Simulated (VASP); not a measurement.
# Ag (I4/mmm) in VASP: notebook

Runs on Ag. Level: PBEsol. Tasks: single point.

Everything below comes from runs of VASP 6.6.1. Logs are shortened: lines on timing, memory, paths and dates and some standing lists are left out, and cuts for length are marked.

**1. The cell of the first run**

The structure is tetragonal, space group I4/mmm (No. 139). Conventional cell: a = 3.394 Å, b = 3.394 Å, c = 3.477 Å, α = 90.00°, β = 90.00°, γ = 90.00°. Within 3.9 Å of Ag (site symmetry 4/mmm) lie 14 Ag at 2.96 to 3.48 Å.

**2. Single point, PBEsol (strain +0.025 along x and y, +0.050 along z)**

Input file INCAR:

```
SYSTEM = Ag
ALGO = Fast
EDIFF = 1E-6
ENCUT = 520
GGA = PS
ISIF = 2
ISMEAR = 0
LASPH = .True.
LCHARG = .False.
LREAL = .False.
LWAVE = .False.
NBANDS = 12
NELM = 80
PREC = Accurate
SIGMA = 0.15
```

Input file KPOINTS:

```
k-points
0
Gamma
  20 20 20
  0 0 0
```

Input file POSCAR:

```
Ag
1.0
   -1.6970453500      1.6970453500      1.7384367000
    1.6970453500     -1.6970453500      1.7384367000
    1.6970453500      1.6970453500     -1.7384367000
Ag
1
Direct
    0.0000000000      0.0000000000      0.0000000000
```

Potentials or basis: VASP PAW PBE potentials, release 64 (Ag).

On the command line:

```sh
cat potpaw_PBE.64/Ag/POTCAR > POTCAR
mpirun -np 1 vasp_std > vasp.out
```

OUTCAR:

```text
SYSTEM = Ag
   EDIFF = 1E-6
   ENCUT = 520
   GGA = PS
   ISIF = 2
   ISMEAR = 0
   LASPH = .True.
   LREAL = .False.
   NELM = 80
   PREC = Accurate

 ion  position               nearest neighbor table
   1  0.000  0.000  0.000-

  LATTYP: Found a body centered tetragonal cell.
 ALAT       =     3.3940907000
 C/A-ratio  =     1.0243902439

  Lattice vectors:

 A1 = (  -1.6970453500,   1.6970453500,   1.7384367000)
 A2 = (   1.6970453500,  -1.6970453500,   1.7384367000)
 A3 = (   1.6970453500,   1.6970453500,  -1.7384367000)

Analysis of symmetry for initial positions (statically):
=====================================================================
 Subroutine PRICEL returns:
 Original cell was already a primitive cell.

 Routine SETGRP: Setting up the symmetry group for a
 body centered tetragonal supercell.

 Subroutine GETGRP returns: Found 16 space group operations
 (whereof 16 operations were pure point group operations)
 out of a pool of 16 trial point group operations.

The static configuration has the point symmetry D_4h.

Analysis of symmetry for dynamics (positions and initial velocities):
=====================================================================
 Subroutine PRICEL returns:
 Original cell was already a primitive cell.

 Routine SETGRP: Setting up the symmetry group for a
 body centered tetragonal supercell.

 Subroutine GETGRP returns: Found 16 space group operations
 (whereof 16 operations were pure point group operations)
 out of a pool of 16 trial point group operations.

The dynamic configuration has the point symmetry D_4h.

 Subroutine INISYM returns: Found 16 space group operations
 (whereof 16 operations are pure point group operations),
 and found     1 'primitive' translations

----------------------------------------------------------------------------------------

                                     Primitive cell

  volume of cell :      20.0265

  direct lattice vectors                    reciprocal lattice vectors
    -1.697045350  1.697045350  1.738436700     0.000000000  0.294629722  0.287614729
     1.697045350 -1.697045350  1.738436700     0.294629722  0.000000000  0.287614729
     1.697045350  1.697045350 -1.738436700     0.294629722  0.294629722  0.000000000

  length of vectors
     2.963458790  2.963458790  2.963458790     0.411738880  0.411738880  0.416669349

  position of ions in fractional coordinates (direct lattice)
     0.000000000  0.000000000  0.000000000

[... 78 lines left out ...]
   NSW    =      0    number of steps for IOM
   IBRION =     -1    ionic relax: 0-MD 1-quasi-New 2-CG
   NFREE  =      0    steps in history (QN), initial steepest desc. (CG)
   ISIF   =      2    stress and relaxation
   ISYM   =      2    0-nonsym 1-usesym 2-fastsym
   POTIM  = 0.5000    time-step for ionic-motion
   TEBEG  =    0.0;   TEEND  =   0.0 temperature during run
   PSTRESS=    0.0 pullay stress
   NELECT =      11.0000    total number of electrons
   NUPDOWN=      -1.0000    fix difference up-down
   EMIN   =  10.00;   EMAX   =-10.00  energy-range for DOS
   EFERMI =   0.00;   METHOD = LEGACY
   ISMEAR =     0;   SIGMA  =   0.15  broadening in eV -4-tet -1-fermi 0-gaus
   EFERMI_NEDOS =   21; number of points for ismear=-14 and -15
   IALGO  =     68    algorithm
   IMIX   =      4    mixing-type and parameters
     AMIX     =   0.40;   BMIX     =  1.00
     AMIX_MAG =   1.60;   BMIX_MAG =  1.00
  volume/ion in A,a.u.               =      20.03       135.15
  Fermi-wavevector in a.u.,A,eV,Ry     =   1.340717  2.533588 24.456775  1.797522
  Thomas-Fermi vector in A             =   2.469008
   LORBIT       =      0    0 simple, 1 ext, 2 COOP (PROOUT), +10 PAW based schemes
   GGA     = PS    functional components
   LHFCALC =     F    Hartree Fock is set to
   AEXX    =    0.0000 exact exchange contribution
   IVDW    =     0    specifies the selected vdW correction
   LEPSILON=     F    determine dielectric tensor
   LRPA    =     F    only Hartree local field effects (RPA)
 non-spin polarized calculation
 RMM-DIIS sequential band-by-band and
 Gauss-broadening in eV      SIGMA  =   0.15
  energy-cutoff  :      520.00
  volume of cell :       20.03
 maximum number of plane-waves:       559
 NGX is ok and might be reduce to    24
   NGX = 11   NGY = 11   NGZ = 11

 number of electron      11.0000003 magnetization

 Free energy of the ion-electron system (eV)
  ---------------------------------------------------
  ext. energy  EPLUGINS =         0.00000000
  ---------------------------------------------------
  free energy    TOTEN  =        -3.11892299 eV

  energy without entropy =       -3.11496241  energy(sigma->0) =       -3.11694270

 E-fermi :   6.2022     XC(G=0): -11.4769

 val. band max:        6.1807731707   @ k =  -0.3500   0.4500   0.1000
 cond. band min:       6.2143745279   @ k =   0.5000   0.3500   0.0500
 fundamental gap:      0.0336013572
 Fermi energy:         6.2021560475

 k-point     1 :       0.0000    0.0000    0.0000
  band No.  band energies     occupation
      1      -0.5188      2.00000
      2       1.8211      2.00000
      3       1.8211      2.00000
      4       1.9047      2.00000
      5       2.8310      2.00000
      6       2.9218      2.00000
      7      23.2533      0.00000
      8      23.6104      0.00000
      9      23.6104      0.00000
     10      27.1480      0.00000
     11      27.6766      0.00000
     12      27.6777      0.00000
[... 331 lines left out ...]
 k-point    24 :      -0.3500    0.0500   -0.0000
  band No.  band energies     occupation
      1       0.8943      2.00000
      2       1.4455      2.00000
      3       2.6897      2.00000
      4       2.8122      2.00000
      5       2.9944      2.00000
      6       3.5981      2.00000
      7      14.0629      0.00000
      8      19.7632      0.00000
      9      20.6431      0.00000
     10      24.3834      0.00000
     11      25.5219      0.00000
     12      27.9105      0.00000

 [... further k-points ...]
[... 5 lines left out ...]
  --------------------------------------------------------------------------------------
  -------------------------------------------------------------------------------------
  Total       -1.5444281     -1.5444281     -1.5125457      0.0000000      0.0000000      0.0000000
  in kB     -123.5584698   -123.5584698   -121.0077835      0.0000000      0.0000000      0.0000000
  external PRESSURE =    -122.7082410 kB  Pullay stress =       0.0000000 kB

 VOLUME and BASIS-vectors are now :
 -----------------------------------------------------------------------------
  energy-cutoff  :      520.00
  volume of cell :       20.03
      direct lattice vectors                 reciprocal lattice vectors
    -1.697045350  1.697045350  1.738436700     0.000000000  0.294629722  0.287614729
     1.697045350 -1.697045350  1.738436700     0.294629722  0.000000000  0.287614729
     1.697045350  1.697045350 -1.738436700     0.294629722  0.294629722  0.000000000

 POSITION                                       TOTAL-FORCE (eV/Angst)
 -----------------------------------------------------------------------------------
      0.00000      0.00000      0.00000         0.000000      0.000000     -0.000000
 -----------------------------------------------------------------------------------
    total drift:                               -0.000000      0.000000      0.000000

  FREE ENERGIE OF THE ION-ELECTRON SYSTEM (eV)
  ---------------------------------------------------
  free  energy   TOTEN  =        -3.1189229880 eV

  energy  without entropy=       -3.1149624149  energy(sigma->0) =       -3.11694270
```

stdout:

```text
POSCAR found type information on POSCAR Ag
 POSCAR found :  1 types and       1 ions
 scaLAPACK will be used
 -----------------------------------------------------------------------------
|                                                                             |
|                                                                             |
|     You enforced a specific xc type in the INCAR file but a different       |
|     I HOPE YOU KNOW WHAT YOU ARE DOING!                                     |
|                                                                             |
 -----------------------------------------------------------------------------

 LDA part: xc-table for (Slater+PW92), standard interpolation
 POSCAR, INCAR and KPOINTS ok, starting setup
 FFT: planning ... GRIDC
 FFT: planning ... GRID_SOFT
 FFT: planning ... GRID
 WAVECAR not read
 entering main loop
```

Run time: 4.6 min. Hardware: 1 thread of AMD EPYC 7R13, shared host; peak memory 0.23 GiB.

Results:

* Free energy: -3.1189 eV
* Pressure: -12.3 GPa

Caveat: the cell differs from its parent crystal (strain +0.025 along x and y, +0.050 along z); the PAW data sets were made with another functional, which shifts forces and pressure a little.

**3. Single point, PBEsol (strain +0.050 along x and y, +0.025 along z)**

Input file INCAR:

```
  ALGO = Fast
  EDIFF = 1E-6
  ENCUT = 520
  GGA = PS
  ISIF = 2
  ISMEAR = 0
  LASPH = T
  LCHARG = F
  LREAL = F
  LWAVE = F
  NBANDS = 12
  NELM = 100
  PREC = Accurate
  SIGMA = 0.15
```

Input file KPOINTS:

```
k-points
0
Gamma
  20 20 20
```

Input file POSCAR:

```
Ag
1.0
   -1.7384367000      1.7384367000      1.6970453500
    1.7384367000     -1.7384367000      1.6970453500
    1.7384367000      1.7384367000     -1.6970453500
Ag
1
Direct
    0.0000000000      0.0000000000      0.0000000000
```

Potentials or basis: VASP PAW PBE potentials, release 64 (Ag).

On the command line:

```sh
cat potpaw_PBE.64/Ag/POTCAR > POTCAR
mpirun -np 1 vasp_std > vasp.out
```

OUTCAR:

```text
EDIFF = 1E-6
   ENCUT = 520
   GGA = PS
   ISIF = 2
   ISMEAR = 0
   LASPH = T
   LREAL = F
   NELM = 100
   PREC = Accurate

 ion  position               nearest neighbor table
   1  0.000  0.000  0.000-

  LATTYP: Found a body centered tetragonal cell.
 ALAT       =     3.4768734000
 C/A-ratio  =     0.9761904762

  Lattice vectors:

 A1 = (  -1.7384367000,   1.7384367000,   1.6970453500)
 A2 = (   1.7384367000,  -1.7384367000,   1.6970453500)
 A3 = (   1.7384367000,   1.7384367000,  -1.6970453500)

Analysis of symmetry for initial positions (statically):
=====================================================================
 Subroutine PRICEL returns:
 Original cell was already a primitive cell.

 Routine SETGRP: Setting up the symmetry group for a
 body centered tetragonal supercell.

 Subroutine GETGRP returns: Found 16 space group operations
 (whereof 16 operations were pure point group operations)
 out of a pool of 16 trial point group operations.

The static configuration has the point symmetry D_4h.

Analysis of symmetry for dynamics (positions and initial velocities):
=====================================================================
[... 162 lines left out ...]
 Fermi energy:         5.9270532355

 k-point     1 :       0.0000    0.0000    0.0000
  band No.  band energies     occupation
      1      -0.6397      2.00000
      2       1.5882      2.00000
      3       1.6711      2.00000
      4       1.6711      2.00000
      5       2.5837      2.00000
      6       2.6757      2.00000
      7      22.9782      0.00000
      8      22.9782      0.00000
      9      23.3705      0.00000
     10      26.6508      0.00000
     11      26.6509      0.00000
     12      27.1366      0.00000
[... 331 lines left out ...]
 k-point    24 :      -0.3500    0.0500    0.0000
  band No.  band energies     occupation
      1       0.7492      2.00000
      2       1.2073      2.00000
      3       2.5186      2.00000
      4       2.5815      2.00000
      5       2.7283      2.00000
      6       3.3845      2.00000
      7      13.8892      0.00000
      8      19.0220      0.00000
      9      19.8935      0.00000
     10      23.6206      0.00000
     11      24.7306      0.00000
     12      28.1676      0.00000

 [... further k-points ...]
[... 5 lines left out ...]
  --------------------------------------------------------------------------------------
  -------------------------------------------------------------------------------------
  Total       -1.6520985     -1.6520985     -1.6953215      0.0000000      0.0000000     -0.0000000
  in kB     -129.0254277   -129.0254277   -132.4010590      0.0000000      0.0000000     -0.0000000
  external PRESSURE =    -130.1506381 kB  Pullay stress =       0.0000000 kB

 VOLUME and BASIS-vectors are now :
 -----------------------------------------------------------------------------
  energy-cutoff  :      520.00
  volume of cell :       20.51
      direct lattice vectors                 reciprocal lattice vectors
    -1.738436700  1.738436700  1.697045350     0.000000000  0.287614729  0.294629722
     1.738436700 -1.738436700  1.697045350     0.287614729  0.000000000  0.294629722
     1.738436700  1.738436700 -1.697045350     0.287614729  0.287614729  0.000000000

 POSITION                                       TOTAL-FORCE (eV/Angst)
 -----------------------------------------------------------------------------------
      0.00000      0.00000      0.00000        -0.000000      0.000000     -0.000000
 -----------------------------------------------------------------------------------
    total drift:                               -0.000000      0.000000      0.000000

  FREE ENERGIE OF THE ION-ELECTRON SYSTEM (eV)
  ---------------------------------------------------
  free  energy   TOTEN  =        -3.0805150522 eV

  energy  without entropy=       -3.0766728698  energy(sigma->0) =       -3.07859396
```

Wall time 4.7 min (1 thread of AMD EPYC 7R13, shared host); peak memory 0.23 GiB.

What came out:

```
Free energy : -3.0805 eV
Pressure    : -13.0 GPa
```

Stress tensor (GPa, compression positive):
```
-12.90   0.00   0.00
  0.00 -12.90   0.00
  0.00   0.00 -13.24
```

Caveat: the cell differs from its parent crystal (strain +0.050 along x and y, +0.025 along z); the PAW data sets were made with another functional, which shifts forces and pressure a little.

**4. Single point, PBEsol (strain -0.050 along x and y, -0.025 along z)**

Input file INCAR:

```
PREC     = Accurate       # precision mode
ENCUT    = 520            # plane-wave cutoff, eV
EDIFF    = 1E-6           # SCF threshold, eV
ISMEAR   = 0              # smearing method
SIGMA    = 0.15           # smearing width, eV
LREAL    = F              # projectors in reciprocal space
LASPH    = T              # aspherical terms in the spheres
NELM     = 100            # most SCF steps
ALGO     = Normal         # electronic algorithm
ISIF     = 2              # what is computed and relaxed
LWAVE    = F              # write WAVECAR
LCHARG   = F              # write CHGCAR
GGA      = PS             # functional
NBANDS   = 12             # bands
```

Input file KPOINTS:

```
Automatic mesh
0
Gamma
  20 20 20
```

Input file POSCAR:

```
Ag
1.0
   -1.5728713000      1.5728713000      1.6142626500
    1.5728713000     -1.5728713000      1.6142626500
    1.5728713000      1.5728713000     -1.6142626500
Ag
1
Direct
    0.0000000000      0.0000000000      0.0000000000
```

Potentials or basis: VASP PAW PBE potentials, release 64 (Ag).

On the command line:

```sh
cat potpaw_PBE.64/Ag/POTCAR > POTCAR
mpirun -np 1 vasp_std > vasp.out
```

OUTCAR:

```text
PREC = Accurate
   ENCUT = 520
   EDIFF = 1E-6
   ISMEAR = 0
   LREAL = F
   LASPH = T
   NELM = 100
   ISIF = 2
   GGA = PS

 ion  position               nearest neighbor table
   1  0.000  0.000  0.000-

  LATTYP: Found a body centered tetragonal cell.
 ALAT       =     3.1457426000
 C/A-ratio  =     1.0263157895

  Lattice vectors:

 A1 = (  -1.5728713000,   1.5728713000,   1.6142626500)
 A2 = (   1.5728713000,  -1.5728713000,   1.6142626500)
 A3 = (   1.5728713000,   1.5728713000,  -1.6142626500)

[... 529 lines left out ...]
      4       5.3203      2.00000
      5       5.6873      2.00000
      6       6.2041      2.00000
      7      18.5635      0.00000
      8      23.9453      0.00000
      9      26.0990      0.00000
     10      29.6503      0.00000
     11      31.5726      0.00000
     12      33.5161      0.00000

 [... further k-points ...]
[... 5 lines left out ...]
  --------------------------------------------------------------------------------------
  -------------------------------------------------------------------------------------
  Total        0.5860380      0.5860380      0.6609709      0.0000000      0.0000000      0.0000000
  in kB       58.7781342     58.7781342     66.2937180      0.0000000      0.0000000      0.0000000
  external PRESSURE =      61.2833288 kB  Pullay stress =       0.0000000 kB

 VOLUME and BASIS-vectors are now :
 -----------------------------------------------------------------------------
  energy-cutoff  :      520.00
  volume of cell :       15.97
      direct lattice vectors                 reciprocal lattice vectors
    -1.572871300  1.572871300  1.614262650     0.000000000  0.317889963  0.309738939
     1.572871300 -1.572871300  1.614262650     0.317889963  0.000000000  0.309738939
     1.572871300  1.572871300 -1.614262650     0.317889963  0.317889963  0.000000000

 POSITION                                       TOTAL-FORCE (eV/Angst)
 -----------------------------------------------------------------------------------
      0.00000      0.00000      0.00000        -0.000000      0.000000     -0.000000
 -----------------------------------------------------------------------------------
    total drift:                                0.000000     -0.000000      0.000000

  FREE ENERGIE OF THE ION-ELECTRON SYSTEM (eV)
  ---------------------------------------------------
  free  energy   TOTEN  =        -3.2568582888 eV

  energy  without entropy=       -3.2518008035  energy(sigma->0) =       -3.25432955
```

stdout:

```text
POSCAR found type information on POSCAR Ag
 POSCAR found :  1 types and       1 ions
 scaLAPACK will be used
 -----------------------------------------------------------------------------
|                                                                             |
|                                                                             |
|     You enforced a specific xc type in the INCAR file but a different       |
|     I HOPE YOU KNOW WHAT YOU ARE DOING!                                     |
|                                                                             |
 -----------------------------------------------------------------------------

 LDA part: xc-table for (Slater+PW92), standard interpolation
 POSCAR, INCAR and KPOINTS ok, starting setup
 FFT: planning ... GRIDC
 FFT: planning ... GRID_SOFT
 FFT: planning ... GRID
 WAVECAR not read
 entering main loop
```

Run time: 2.5 min. Hardware: 1 thread of AMD EPYC 7R13, shared host; peak memory 0.19 GiB.

What came out:

```
Free energy : -3.2569 eV
Pressure    : 6.1 GPa
```

Stress tensor (GPa, compression positive):
```
5.88 0.00 0.00
0.00 5.88 0.00
0.00 0.00 6.63
```

Levels at points of the mesh, in eV from the Fermi level:
| k point | band 4 | band 5 | band 6 | band 7 | band 8 | band 9 |
| --- | --- | --- | --- | --- | --- | --- |
| (0.00, 0.00, 0.00) | -5.08 | -3.75 | -3.60 | 17.84 | 18.30 | 18.30 |
| (0.50, 0.00, 0.00) | -3.52 | -2.53 | -0.36 | 4.45 | 13.66 | 15.25 |
| (0.50, 0.50, 0.00) | -3.47 | -2.50 | -0.20 | 4.72 | 13.26 | 14.62 |
| (0.50, 0.50, 0.50) | -2.78 | -2.78 | 6.51 | 7.30 | 7.30 | 13.42 |

Caveat: the cell differs from its parent crystal (strain -0.050 along x and y, -0.025 along z); the PAW data sets were made with another functional, which shifts forces and pressure a little.

**5. Summary**

```csv
cell,gap on the mesh (eV),pressure (GPa)
"a = 2.963 Å, angles 110.1, 110.1, 108.2°, 1 atom",none,-12.3
"a = 2.987 Å, angles 108.8, 108.8, 110.8°, 1 atom",none,-13.0
"a = 2.748 Å, angles 110.2, 110.2, 108.1°, 1 atom",none,6.1
```

Alike in all rows: task single point; level PBEsol; potentials or basis VASP PAW PBE potentials, release 64 (Ag); no spin polarisation; k mesh 20 × 20 × 20; cutoff (eV) 520; smearing gaussian 0.15 eV.

Caveats: the PAW data sets were made with another functional, which shifts forces and pressure a little.

Absolute energies hang on the potentials; compare differences alone.
